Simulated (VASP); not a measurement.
# Zr3H2 in VASP: a series of runs, part 3 of 3

VASP 6.6.1.

## (4) Relaxation of cell and atoms, PBE

The input, INCAR:

```
SYSTEM = Zr3H2
PREC = Accurate
ENCUT = 600
EDIFF = 1E-6
ISMEAR = 0
SIGMA = 0.1
LREAL = .FALSE.
LASPH = .TRUE.
NELM = 60
ALGO = Fast
ISIF = 3
LWAVE = .FALSE.
LCHARG = .FALSE.
GGA = PE
IBRION = 2
NSW = 100
EDIFFG = -0.01
```

The input, KPOINTS:

```
regular mesh
0
G
  6 6 12
  0 0 0
```

The input, POSCAR:

```
Zr3H2
1.0
    5.9401901954      0.0000000000      0.0000000000
   -2.9700950977      5.1443556126      0.0000000000
    0.0000000000      0.0000000000      2.9700314749
Zr H
3 2
Direct
    0.5000000000      0.0000000000      0.5000000000
    0.0000000000      0.5000000000      0.5000000000
    0.5000000000      0.5000000000      0.5000000000
    0.6666666667      0.3333333333      0.0000000000
    0.3333333333      0.6666666667      0.0000000000
```

Potentials or basis: VASP PAW PBE potentials, release 64 (Zr_sv, H).

Started as:

```bash
$ cat potpaw_PBE.64/Zr_sv/POTCAR potpaw_PBE.64/H/POTCAR > POTCAR
$ mpirun -np 1 vasp_std > vasp.out
```

OUTCAR:

```text
SYSTEM = Zr3H2
   PREC = Accurate
   ENCUT = 600
   EDIFF = 1E-6
   ISMEAR = 0
   LREAL = .FALSE.
   LASPH = .TRUE.
   NELM = 60
   ISIF = 3
   GGA = PE
   IBRION = 2
   NSW = 100
   EDIFFG = -0.01

 ion  position               nearest neighbor table
   1  0.500  0.000  0.500-   4 2.27   5 2.27   4 2.27   5 2.27   2 2.97   3 2.97   3 2.97   2 2.97

   2  0.000  0.500  0.500-   4 2.27   5 2.27   4 2.27   5 2.27   3 2.97   3 2.97   1 2.97   1 2.97

   3  0.500  0.500  0.500-   4 2.27   5 2.27   4 2.27   5 2.27   2 2.97   2 2.97   1 2.97   1 2.97

   4  0.667  0.333  0.000-   2 2.27   2 2.27   1 2.27   1 2.27   3 2.27   3 2.27
   5  0.333  0.667  0.000-   2 2.27   2 2.27   1 2.27   1 2.27   3 2.27   3 2.27

  LATTYP: Found a hexagonal cell.
 ALAT       =     5.9401901954
 C/A-ratio  =     0.4999892894

  Lattice vectors:

 A1 = (   5.9401901954,   0.0000000000,   0.0000000000)
 A2 = (  -2.9700950977,   5.1443556126,   0.0000000000)
 A3 = (   0.0000000000,   0.0000000000,   2.9700314749)

Analysis of symmetry for initial positions (statically):
=====================================================================
 Subroutine PRICEL returns:
 Original cell was already a primitive cell.

 Routine SETGRP: Setting up the symmetry group for a
 hexagonal supercell.

 Subroutine GETGRP returns: Found 24 space group operations
 (whereof 24 operations were pure point group operations)
 out of a pool of 24 trial point group operations.

The static configuration has the point symmetry D_6h.

Analysis of symmetry for dynamics (positions and initial velocities):
=====================================================================
 Subroutine PRICEL returns:
 Original cell was already a primitive cell.

 Routine SETGRP: Setting up the symmetry group for a
 hexagonal supercell.

 Subroutine GETGRP returns: Found 24 space group operations
 (whereof 24 operations were pure point group operations)
 out of a pool of 24 trial point group operations.

The dynamic configuration has the point symmetry D_6h.

 Subroutine INISYM returns: Found 24 space group operations
 (whereof 24 operations are pure point group operations),
 and found     1 'primitive' translations

----------------------------------------------------------------------------------------

                                     Primitive cell

  volume of cell :      90.7596

  direct lattice vectors                    reciprocal lattice vectors
     5.940190195  0.000000000  0.000000000     0.168344778  0.097193903  0.000000000
    -2.970095098  5.144355613  0.000000000     0.000000000  0.194387806  0.000000000
     0.000000000  0.000000000  2.970031475     0.000000000  0.000000000  0.336696769

  length of vectors
     5.940190195  5.940190195  2.970031475     0.194387806  0.194387806  0.336696769

  position of ions in fractional coordinates (direct lattice)
     0.500000000  0.000000000  0.500000000
     0.000000000  0.500000000  0.500000000
     0.500000000  0.500000000  0.500000000
     0.666666667  0.333333333  0.000000000
     0.333333333  0.666666667  0.000000000

  ion indices of the primitive-cell ions
   primitive index   ion index
                 1           1
                 2           2
                 3           3
                 4           4
[... 55 lines left out ...]
   k-points           NKPTS =     49   k-points in BZ     NKDIM =     49   number of bands    NBANDS=     23
   number of dos      NEDOS =    301   number of ions     NIONS =      5
   total plane-waves  NPLWV =  55296
   dimension x,y,z NGX =    48 NGY =   48 NGZ =   24
   dimension x,y,z NGXF=    96 NGYF=   96 NGZF=   48
   ions per type =               3   2
   NGX,Y,Z   is equivalent  to a cutoff of  13.43, 13.43, 13.43 a.u.
   NGXF,Y,Z  is equivalent  to a cutoff of  26.87, 26.87, 26.87 a.u.
 SYSTEM =  Zr3H2
   PREC   = accura    normal or accurate (medium, high low for compatibility)
   ISTART =      0    job   : 0-new  1-cont  2-samecut
   ICHARG =      2    charge: 1-file 2-atom 10-const
   ISPIN  =      1    spin polarized calculation?
   LNONCOLLINEAR =      F non collinear calculations
   LSORBIT =      F    spin-orbit coupling
   LASPH  =      T    aspherical Exc in radial PAW
   ENCUT  =  600.0 eV  44.10 Ry    6.64 a.u.  11.86 11.86  5.93*2*pi/ulx,y,z
   NELM   =     60;   NELMIN=  2; NELMDL= -5     # of ELM steps
   EDIFF  = 0.1E-05   stopping-criterion for ELM
   LREAL  =      F    real-space projection
   EDIFFG = -.1E-01   stopping-criterion for IOM
   NSW    =    100    number of steps for IOM
   IBRION =      2    ionic relax: 0-MD 1-quasi-New 2-CG
   NFREE  =      1    steps in history (QN), initial steepest desc. (CG)
   ISIF   =      3    stress and relaxation
   ISYM   =      2    0-nonsym 1-usesym 2-fastsym
   POTIM  = 0.5000    time-step for ionic-motion
   TEBEG  =    0.0;   TEEND  =   0.0 temperature during run
   PSTRESS=    0.0 pullay stress
   NELECT =      38.0000    total number of electrons
   NUPDOWN=      -1.0000    fix difference up-down
   EMIN   =  10.00;   EMAX   =-10.00  energy-range for DOS
   EFERMI =   0.00;   METHOD = LEGACY
   ISMEAR =     0;   SIGMA  =   0.10  broadening in eV -4-tet -1-fermi 0-gaus
   EFERMI_NEDOS =   21; number of points for ismear=-14 and -15
   IALGO  =     68    algorithm
   IMIX   =      4    mixing-type and parameters
     AMIX     =   0.40;   BMIX     =  1.00
     AMIX_MAG =   1.60;   BMIX_MAG =  1.00
  volume/ion in A,a.u.               =      18.15       122.50
  Fermi-wavevector in a.u.,A,eV,Ry     =   1.224725  2.314395 20.408075  1.499951
  Thomas-Fermi vector in A             =   2.359789
   LORBIT       =      0    0 simple, 1 ext, 2 COOP (PROOUT), +10 PAW based schemes
   GGA     = PE    functional components
   LHFCALC =     F    Hartree Fock is set to
   AEXX    =    0.0000 exact exchange contribution
   IVDW    =     0    specifies the selected vdW correction
   LEPSILON=     F    determine dielectric tensor
   LRPA    =     F    only Hartree local field effects (RPA)
 conjugate gradient relaxation of ions
 non-spin polarized calculation
 RMM-DIIS sequential band-by-band and
 Gauss-broadening in eV      SIGMA  =   0.10
  energy-cutoff  :      600.00
  volume of cell :       90.76
 maximum number of plane-waves:      3054
 NGX is ok and might be reduce to    48
   NGX = 23   NGY = 23   NGZ = 11

--------------------------------------- Ionic step        1  -------------------------------------------

 number of electron      37.9999999 magnetization

 Free energy of the ion-electron system (eV)
  ---------------------------------------------------
  ext. energy  EPLUGINS =         0.00000000
  ---------------------------------------------------
  free energy    TOTEN  =       -30.44349522 eV

  energy without entropy =      -30.41705638  energy(sigma->0) =      -30.43027580

------------------------ aborting loop because EDIFF is reached ----------------------------------------

  FORCE on cell =-STRESS in cart. coord.  units (eV):
  Direction    XX          YY          ZZ          XY          YZ          ZX
  --------------------------------------------------------------------------------------
  -------------------------------------------------------------------------------------
  Total        0.1313642      0.1313642     -0.5604439      0.0000000      0.0000000      0.0000000
  in kB        2.3189701      2.3189701     -9.8935086      0.0000000      0.0000000      0.0000000
  external PRESSURE =      -1.7518561 kB  Pullay stress =       0.0000000 kB
[... 143 lines left out ...]
--------------------------------------- Ionic step        5  -------------------------------------------

 number of electron      37.9999999 magnetization

 Free energy of the ion-electron system (eV)
  ---------------------------------------------------
  ext. energy  EPLUGINS =         0.00000000
  ---------------------------------------------------
  free energy    TOTEN  =       -30.44552157 eV

  energy without entropy =      -30.41882855  energy(sigma->0) =      -30.43217506

 E-fermi :   6.3151     XC(G=0):  -9.9098

 val. band max:        6.3116873623   @ k =   0.5000   0.0000   0.4167
 cond. band min:       6.3159333845   @ k =   0.3333   0.1667   0.5000
 fundamental gap:      0.0042460221
 Fermi energy:         6.3151242941

 k-point     1 :       0.0000    0.0000    0.0000
  band No.  band energies     occupation
      1     -42.4440      2.00000
      2     -42.2738      2.00000
      3     -42.2738      2.00000
      4     -21.2619      2.00000
      5     -20.7369      2.00000
      6     -20.7369      2.00000
[... 613 lines left out ...]
     22       7.6855      0.00000
     23       7.8392      0.00000

 [... further k-points ...]

------------------------ aborting loop because EDIFF is reached ----------------------------------------

  FORCE on cell =-STRESS in cart. coord.  units (eV):
  Direction    XX          YY          ZZ          XY          YZ          ZX
  --------------------------------------------------------------------------------------
  -------------------------------------------------------------------------------------
  Total       -0.0387815     -0.0387815     -0.0128112      0.0000000      0.0000000      0.0000000
  in kB       -0.6855686     -0.6855686     -0.2264721      0.0000000      0.0000000      0.0000000
  external PRESSURE =      -0.5325364 kB  Pullay stress =       0.0000000 kB
[... 20 lines left out ...]
  FREE ENERGIE OF THE ION-ELECTRON SYSTEM (eV)
  ---------------------------------------------------
  free  energy   TOTEN  =       -30.4455215656 eV

  energy  without entropy=      -30.4188285506  energy(sigma->0) =      -30.43217506

 reached required accuracy - stopping structural energy minimisation
```

It took 11 min on 1 thread of Oxide Virtual Turin-like, shared host; peak memory 0.27 GiB.

Results:

- Free energy: -30.4455 eV
- Relaxed volume: 18.13 Å³/atom
- Relaxed cell: a = 5.954 Å, b = 5.954 Å, c = 2.952 Å, α = 90.00°, β = 90.00°, γ = 120.00°
- Space group after relaxing (to 0.1 Å): P6/mmm (No. 191)
- Energy gained by relaxing: 0.4 meV/atom
- Ionic steps: 5
- Pressure after relaxing: -0.1 GPa
- Band gap on the k mesh: zero (bands 19 and 20 overlap by 1.39 eV)

Step by step:
```tsv
step	energy change (eV)	largest force (eV/Å)	pressure (GPa)	volume (Å³)
1	0.0000	0.0000	-0.18	90.76
2	-0.0019	0.0000	0.08	90.50
3	-0.0020	0.0000	0.12	90.45
4	-0.0020	0.0000	0.12	90.46
5	-0.0020	0.0000	-0.05	90.63
```

Final structure:
```cif
data_structure
_symmetry_space_group_name_H-M 'P 1'
_symmetry_Int_Tables_number 1
_cell_length_a 5.9540
_cell_length_b 5.9540
_cell_length_c 2.9521
_cell_angle_alpha 90.000
_cell_angle_beta 90.000
_cell_angle_gamma 120.000
_cell_volume 90.63
loop_
_atom_site_label
_atom_site_type_symbol
_atom_site_fract_x
_atom_site_fract_y
_atom_site_fract_z
_atom_site_occupancy
Zr1 Zr 0.50000 0.00000 0.50000 1
Zr2 Zr 0.00000 0.50000 0.50000 1
Zr3 Zr 0.50000 0.50000 0.50000 1
H1 H 0.66667 0.33333 0.00000 1
H2 H 0.33333 0.66667 0.00000 1
```

## (5) The runs side by side

```csv
task,cell,k mesh,cutoff (eV),gap on the mesh (eV),pressure (GPa)
single point,"a = 5.940, b = 5.940, c = 2.970 Å, angles 90.0, 90.0, 120.0°, 5 atoms",6 × 6 × 6,520,none,0.1
single point,"a = 5.953, b = 5.953, c = 2.952 Å, angles 90.0, 90.0, 120.0°, 5 atoms",6 × 6 × 12,520,none,0.0
relaxation of cell and atoms,"relaxed from a = 5.940, b = 5.940, c = 2.970 Å, angles 90.0, 90.0, 120.0°, 5 atoms",6 × 6 × 12,600,none,-0.1
```

Alike in all rows: level PBE; potentials or basis VASP PAW PBE potentials, release 64 (Zr_sv, H); no spin polarisation; smearing gaussian 0.1 eV.

Total energies depend on the potentials used, so only differences within one code and one set of settings carry meaning.

The gap in the log of VASP goes by the Fermi energy; the results here count the filled bands.